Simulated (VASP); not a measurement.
A run of VASP 6.6.1 is set up as follows.

INCAR

```
  ALGO = Normal
  EDIFF = 1E-6
  ENCUT = 520
  GGA = PE
  ISIF = 2
  ISMEAR = 0
  LASPH = T
  LCHARG = T
  LELF = T
  LREAL = F
  LVHAR = T
  LWAVE = F
  NBANDS = 38
  NELM = 100
  PREC = Accurate
  SIGMA = 0.1
```

Contents of KPOINTS:

```
k-points
0
Gamma
  8 10 6
```

POSCAR

```
SiNi
1.0
    5.1731000000      0.0000000000      0.0000000000
    0.0000000000      3.3381000000      0.0000000000
    0.0000000000      0.0000000000      5.6049000000
Si Ni
4 4
Direct
    0.3214146184      0.7500000000      0.0828435824
    0.1785853816      0.2500000000      0.5828435824
    0.8214146184      0.7500000000      0.4171564176
    0.6785853816      0.2500000000      0.9171564176
    0.0083521785      0.2500000000      0.1878148043
    0.4916478215      0.7500000000      0.6878148043
    0.5083521785      0.2500000000      0.3121851957
    0.9916478215      0.7500000000      0.8121851957
```

Potentials or basis: VASP PAW PBE potentials, release 64 (Si, Ni).

Run with:

```bash
$ cat potpaw_PBE.64/Si/POTCAR potpaw_PBE.64/Ni/POTCAR > POTCAR
$ mpirun -np 1 vasp_std > vasp.out
```

Question: Predict the largest force.

Answer: 0.011 eV/Å.

Question: Estimate the pressure.

Answer: 1.7 GPa.

Stress tensor (GPa, compression positive):
```
1.24 0.00 0.00
0.00 2.04 0.00
0.00 0.00 1.91
```

Spin polarisation is off, so any magnetic state and its effect on volume and gap are missing.
